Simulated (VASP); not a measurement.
# Fe2O3 (R-3c) in VASP: single point with PBE

Aim: the single point of Fe2O3 with PBE.

Program: VASP 6.6.1. These are calculated values, not measurements. Logs are shortened: lines on timing, memory, paths and dates and some standing lists are left out, and cuts for length are marked.

### 1 The cell of the first run

The structure is trigonal, space group R-3c (No. 167). The conventional cell has a = 4.773 Å, b = 4.773 Å, c = 13.304 Å, α = 90.00°, β = 90.00°, γ = 120.00°. Fe (site symmetry 3) has 6 O at 1.89 to 1.96 Å and 1 Fe at 2.54 Å within 2.6 Å. O (site symmetry 2) has 4 Fe at 1.89 to 1.96 Å and 12 O at 2.59 to 2.84 Å within 2.9 Å.

### 2 Single point, PBE, collinear spin, ferromagnetic start

Input file INCAR:

```
PREC = Accurate ; ENCUT = 600
EDIFF = 1E-6 ; ISMEAR = 0
SIGMA = 0.05 ; LREAL = F
LASPH = T ; NELM = 200
ALGO = Normal ; ISIF = 2
LWAVE = F ; LCHARG = F
ISPIN = 2 ; MAGMOM = 0.95 0.95 0.95 0.95 0 0 0 0 0 0
LORBIT = 11 ; LMAXMIX = 4
GGA = PE ; NBANDS = 49
GGA_COMPAT = F
```

Input file KPOINTS:

```
Automatic mesh
0
Gamma
  6 6 6
```

Input file POSCAR:

```
Fe2O3
1.0
    2.3865028408      1.3778480576      4.4345385515
   -2.3865028408      1.3778480576      4.4345385515
    0.0000000000     -2.7556961151      4.4345385515
Fe O
4 6
Direct
    0.3454541928      0.3454541928      0.3454541928
    0.1545458072      0.1545458072      0.1545458072
    0.6545458072      0.6545458072      0.6545458072
    0.8454541928      0.8454541928      0.8454541928
    0.5632180984      0.9367819016      0.2500000000
    0.2500000000      0.5632180984      0.9367819016
    0.9367819016      0.2500000000      0.5632180984
    0.4367819016      0.0632180984      0.7500000000
    0.7500000000      0.4367819016      0.0632180984
    0.0632180984      0.7500000000      0.4367819016
```

Potentials or basis: VASP PAW PBE potentials, release 64 (Fe, O).

Command:

```
$ cat potpaw_PBE.64/Fe/POTCAR potpaw_PBE.64/O/POTCAR > POTCAR
$ mpirun -np 1 vasp_std > vasp.out
```

OUTCAR:

```text
PREC = Accurate
   ENCUT = 600
   EDIFF = 1E-6
   ISMEAR = 0
   LREAL = F
   LASPH = T
   NELM = 200
   ISIF = 2
   ISPIN = 2
   LORBIT = 11
   GGA = PE

 ion  position               nearest neighbor table
   1  0.345  0.345  0.345-  10 1.89   8 1.89   9 1.89   6 1.96   5 1.96   7 1.96   2 2.54   3 2.77
                             3 2.77   3 2.77
   2  0.155  0.155  0.155-   9 1.89   8 1.89  10 1.89   7 1.96   5 1.96   6 1.96   1 2.54   4 2.77
                             4 2.77   4 2.77
   3  0.655  0.655  0.655-   7 1.89   5 1.89   6 1.89   9 1.96   8 1.96  10 1.96   4 2.54   1 2.77
                             1 2.77   1 2.77
   4  0.845  0.845  0.845-   6 1.89   5 1.89   7 1.89  10 1.96   8 1.96   9 1.96   3 2.54   2 2.77
                             2 2.77   2 2.77
   5  0.563  0.937  0.250-   3 1.89   4 1.89   1 1.96   2 1.96
   6  0.250  0.563  0.937-   4 1.89   3 1.89   1 1.96   2 1.96
   7  0.937  0.250  0.563-   3 1.89   4 1.89   2 1.96   1 1.96
   8  0.437  0.063  0.750-   1 1.89   2 1.89   3 1.96   4 1.96
   9  0.750  0.437  0.063-   2 1.89   1 1.89   3 1.96   4 1.96
  10  0.063  0.750  0.437-   1 1.89   2 1.89   4 1.96   3 1.96

  LATTYP: Found a trigonal (rhomboedric) cell.
 ALAT       =     5.2210145799
 COS(alpha) =     0.5821272078

  Lattice vectors:

 A1 = (   2.3865028408,   1.3778480576,   4.4345385515)
 A2 = (  -2.3865028408,   1.3778480576,   4.4345385515)
 A3 = (   0.0000000000,  -2.7556961151,   4.4345385515)

Analysis of symmetry for initial positions (statically):
=====================================================================
 Subroutine PRICEL returns:
 Original cell was already a primitive cell.

 Routine SETGRP: Setting up the symmetry group for a
 trigonal (rhombohedral) supercell.

 Subroutine GETGRP returns: Found 12 space group operations
 (whereof  6 operations were pure point group operations)
 out of a pool of 12 trial point group operations.

The static configuration has the point symmetry S_6 .
 The point group associated with its full space group is D_3d.

Analysis of symmetry for dynamics (positions and initial velocities):
=====================================================================
 Subroutine PRICEL returns:
 Original cell was already a primitive cell.

 Routine SETGRP: Setting up the symmetry group for a
 trigonal (rhombohedral) supercell.

 Subroutine GETGRP returns: Found 12 space group operations
 (whereof  6 operations were pure point group operations)
 out of a pool of 12 trial point group operations.

The dynamic configuration has the point symmetry S_6 .
 The point group associated with its full space group is D_3d.

Analysis of structural, dynamic, and magnetic symmetry:
=====================================================================
 Subroutine PRICEL returns:
 Original cell was already a primitive cell.

 Routine SETGRP: Setting up the symmetry group for a
 trigonal (rhombohedral) supercell.

 Subroutine GETGRP returns: Found 12 space group operations
 (whereof  6 operations were pure point group operations)
 out of a pool of 12 trial point group operations.

The overall configuration has the point symmetry S_6 .
 The point group associated with its full space group is D_3d.

 Subroutine INISYM returns: Found 12 space group operations
 (whereof  6 operations are pure point group operations),
 and found     1 'primitive' translations

----------------------------------------------------------------------------------------

                                     Primitive cell

  volume of cell :      87.4909

  direct lattice vectors                    reciprocal lattice vectors
     2.386502841  1.377848058  4.434538552     0.209511588  0.120961572  0.075167535
    -2.386502841  1.377848058  4.434538552    -0.209511588  0.120961572  0.075167535
     0.000000000 -2.755696115  4.434538552     0.000000000 -0.241923143  0.075167535

  length of vectors
     5.221014580  5.221014580  5.221014580     0.253331731  0.253331731  0.253331731

  position of ions in fractional coordinates (direct lattice)
     0.345454193  0.345454193  0.345454193
     0.154545807  0.154545807  0.154545807
     0.654545807  0.654545807  0.654545807
[... 85 lines left out ...]
   ICHARG =      2    charge: 1-file 2-atom 10-const
   ISPIN  =      2    spin polarized calculation?
   LNONCOLLINEAR =      F non collinear calculations
   LSORBIT =      F    spin-orbit coupling
   LASPH  =      T    aspherical Exc in radial PAW
   ENCUT  =  600.0 eV  44.10 Ry    6.64 a.u.  10.43 10.43 10.43*2*pi/ulx,y,z
   NELM   =    200;   NELMIN=  2; NELMDL= -5     # of ELM steps
   EDIFF  = 0.1E-05   stopping-criterion for ELM
   LREAL  =      F    real-space projection
   EDIFFG = 0.1E-04   stopping-criterion for IOM
   NSW    =      0    number of steps for IOM
   IBRION =     -1    ionic relax: 0-MD 1-quasi-New 2-CG
   NFREE  =      0    steps in history (QN), initial steepest desc. (CG)
   ISIF   =      2    stress and relaxation
   ISYM   =      2    0-nonsym 1-usesym 2-fastsym
   POTIM  = 0.5000    time-step for ionic-motion
   TEBEG  =    0.0;   TEEND  =   0.0 temperature during run
   PSTRESS=    0.0 pullay stress
   NELECT =      68.0000    total number of electrons
   NUPDOWN=      -1.0000    fix difference up-down
   EMIN   =  10.00;   EMAX   =-10.00  energy-range for DOS
   EFERMI =   0.00;   METHOD = LEGACY
   ISMEAR =     0;   SIGMA  =   0.05  broadening in eV -4-tet -1-fermi 0-gaus
   EFERMI_NEDOS =   21; number of points for ismear=-14 and -15
   IALGO  =     38    algorithm
   IMIX   =      4    mixing-type and parameters
     AMIX     =   0.40;   BMIX     =  1.00
     AMIX_MAG =   1.60;   BMIX_MAG =  1.00
  volume/ion in A,a.u.               =       8.75        59.04
  Fermi-wavevector in a.u.,A,eV,Ry     =   1.505186  2.844389 30.825150  2.265585
  Thomas-Fermi vector in A             =   2.616068
   LORBIT       =     11    0 simple, 1 ext, 2 COOP (PROOUT), +10 PAW based schemes
   GGA     = PE    functional components
   LHFCALC =     F    Hartree Fock is set to
   AEXX    =    0.0000 exact exchange contribution
   IVDW    =     0    specifies the selected vdW correction
   LEPSILON=     F    determine dielectric tensor
   LRPA    =     F    only Hartree local field effects (RPA)
 spin polarized calculation
 Gauss-broadening in eV      SIGMA  =   0.05
  energy-cutoff  :      600.00
  volume of cell :       87.49
 maximum number of plane-waves:      2951
 NGX is ok and might be reduce to    42
   NGX = 21   NGY = 21   NGZ = 21

 number of electron      68.0000004 magnetization       4.0003062

 Free energy of the ion-electron system (eV)
  ---------------------------------------------------
  ext. energy  EPLUGINS =         0.00000000
  ---------------------------------------------------
  free energy    TOTEN  =       -74.63344123 eV

  energy without entropy =      -74.61901773  energy(sigma->0) =      -74.62622948

 E-fermi :   5.5871     XC(G=0): -12.4325

 val. band max:        5.5834519795   @ k =  -0.3333   0.3333   0.3333
 cond. band min:       5.5876098394   @ k =   0.5000   0.5000   0.1667
 fundamental gap:      0.0041578598
 Fermi energy:         5.5870515631

 spin component 1

 k-point     1 :       0.0000    0.0000    0.0000
  band No.  band energies     occupation
      1     -15.5700      1.00000
      2     -13.6841      1.00000
      3     -13.6569      1.00000
      4     -13.6569      1.00000
      5     -13.5101      1.00000
      6     -13.5101      1.00000
[... 1165 lines left out ...]
     45      14.9285      0.00000
     46      15.2386      0.00000

 [... further k-points ...]

 spin component 2

 k-point     1 :       0.0000    0.0000    0.0000
  band No.  band energies     occupation
      1     -15.5065      1.00000
      2     -13.6247      1.00000
      3     -13.5927      1.00000
      4     -13.5927      1.00000
      5     -13.4486      1.00000
      6     -13.4486      1.00000
[... 1165 lines left out ...]
     45      15.0580      0.00000
     46      15.3688      0.00000

 [... further k-points ...]

 [bands above 46 left out]

------------------------ aborting loop because EDIFF is reached ----------------------------------------

  FORCE on cell =-STRESS in cart. coord.  units (eV):
  Direction    XX          YY          ZZ          XY          YZ          ZX
  --------------------------------------------------------------------------------------
  -------------------------------------------------------------------------------------
  Total        0.7494776      0.7494776      0.7296881      0.0000000      0.0000000      0.0000000
  in kB       13.7248083     13.7248083     13.3624117      0.0000000      0.0000000      0.0000000
  external PRESSURE =      13.6040094 kB  Pullay stress =       0.0000000 kB

 VOLUME and BASIS-vectors are now :
 -----------------------------------------------------------------------------
  energy-cutoff  :      600.00
  volume of cell :       87.49
      direct lattice vectors                 reciprocal lattice vectors
     2.386502841  1.377848058  4.434538552     0.209511588  0.120961572  0.075167535
    -2.386502841  1.377848058  4.434538552    -0.209511588  0.120961572  0.075167535
     0.000000000 -2.755696115  4.434538552     0.000000000 -0.241923143  0.075167535

 POSITION                                       TOTAL-FORCE (eV/Angst)
 -----------------------------------------------------------------------------------
      0.00000      0.00000      4.59579         0.000000      0.000000      0.041716
      0.00000      0.00000      2.05602         0.000000     -0.000000     -0.041716
      0.00000      0.00000      8.70783         0.000000     -0.000000     -0.041716
      0.00000      0.00000     11.24760         0.000000      0.000000      0.041716
     -0.89151      1.37785      7.76044         0.020402     -0.000000     -0.000000
     -0.74750     -1.46100      7.76044        -0.010201      0.017669     -0.000000
      1.63901      0.08315      7.76044        -0.010201     -0.017669     -0.000000
      0.89151     -1.37785      5.54317        -0.020402     -0.000000      0.000000
      0.74750      1.46100      5.54317         0.010201     -0.017669     -0.000000
     -1.63901     -0.08315      5.54317         0.010201      0.017669     -0.000000
 -----------------------------------------------------------------------------------
    total drift:                               -0.000000     -0.000000     -0.000000

  FREE ENERGIE OF THE ION-ELECTRON SYSTEM (eV)
  ---------------------------------------------------
  free  energy   TOTEN  =       -74.6334412310 eV

  energy  without entropy=      -74.6190177302  energy(sigma->0) =      -74.62622948

 total charge

# of ion       s       p       d       tot
------------------------------------------
    1        0.409   0.654   6.306   7.369
    2        0.409   0.654   6.306   7.369
    3        0.409   0.654   6.306   7.369
    4        0.409   0.654   6.306   7.369
    5        1.558   3.454   0.000   5.012
    6        1.558   3.454   0.000   5.012
    7        1.558   3.454   0.000   5.012
    8        1.558   3.454   0.000   5.012
    9        1.558   3.454   0.000   5.012
   10        1.558   3.454   0.000   5.012
--------------------------------------------------
tot         10.986  23.339  25.224  59.548

 magnetization (x)

# of ion       s       p       d       tot
------------------------------------------
    1        0.007   0.010   0.927   0.943
    2        0.007   0.010   0.927   0.943
    3        0.007   0.010   0.927   0.943
    4        0.007   0.010   0.927   0.943
    5        0.000   0.028   0.000   0.028
    6        0.000   0.028   0.000   0.028
    7        0.000   0.028   0.000   0.028
    8        0.000   0.028   0.000   0.028
    9        0.000   0.028   0.000   0.028
   10        0.000   0.028   0.000   0.028
--------------------------------------------------
tot          0.028   0.207   3.707   3.941
```

Wall time 16 min (1 thread of Intel Xeon 8259CL, shared host); peak memory 0.43 GiB.

What came out:

```yaml
Free_energy: -74.6334 eV
Pressure: 1.4 GPa
Largest_force: 0.042 eV/Å
Band_gap_on_the_k_mesh: zero (filled and empty bands overlap)
Net_moment: 4.00 μB per cell
Site_moments: Fe +0.94; O +0.03 μB
Valence_electrons_inside_the_program's_atomic_spheres: Fe 7.37; O 5.01
```

Forces on the atoms (eV/Å):
```
Fe   0.000  0.000  0.042
Fe   0.000  0.000 -0.042
Fe   0.000  0.000 -0.042
Fe   0.000  0.000  0.042
O    0.020  0.000  0.000
O   -0.010  0.018  0.000
O   -0.010 -0.018  0.000
O   -0.020  0.000  0.000
O    0.010 -0.018  0.000
O    0.010  0.018  0.000
```

Levels at points of the mesh, in eV from the Fermi level:
Spin up:
```tsv
k point	band 33	band 34	band 35	band 36	band 37	band 38	band 39	band 40
(0.00, 0.00, 0.00)	-1.03	-0.61	-0.55	-0.55	0.44	0.44	0.61	0.61
(0.50, 0.00, 0.00)	-0.96	-0.96	-0.84	-0.84	1.00	1.00	1.21	1.21
(0.50, 0.50, 0.00)	-0.94	-0.83	-0.73	-0.73	0.32	0.47	0.68	1.08
(0.50, 0.50, 0.50)	-0.84	-0.84	-0.84	-0.84	1.06	1.06	1.06	1.06
```
Spin down:
```tsv
k point	band 28	band 29	band 30	band 31	band 32	band 33	band 34	band 35	band 36	band 37
(0.00, 0.00, 0.00)	-0.76	-0.76	-0.65	-0.65	-0.30	0.30	0.30	0.46	0.90	1.07
(0.50, 0.00, 0.00)	-0.39	-0.34	-0.34	-0.10	-0.10	-0.02	-0.02	0.45	0.45	1.51
(0.50, 0.50, 0.00)	-0.98	-0.49	-0.35	-0.26	-0.06	0.07	0.32	0.40	0.57	0.89
(0.50, 0.50, 0.50)	-0.80	-0.07	-0.07	-0.04	-0.04	-0.04	-0.04	0.05	0.05	1.56
```

Caveat: semilocal functionals often make such compounds metallic where correlation or magnetic order opens a gap, which also shifts bond lengths; only a ferromagnetic start was run, and an antiferromagnetic order may lie lower in energy. With open d or f shells a metallic result of PBE can be an artefact of self-interaction; +U or a hybrid may open a gap.
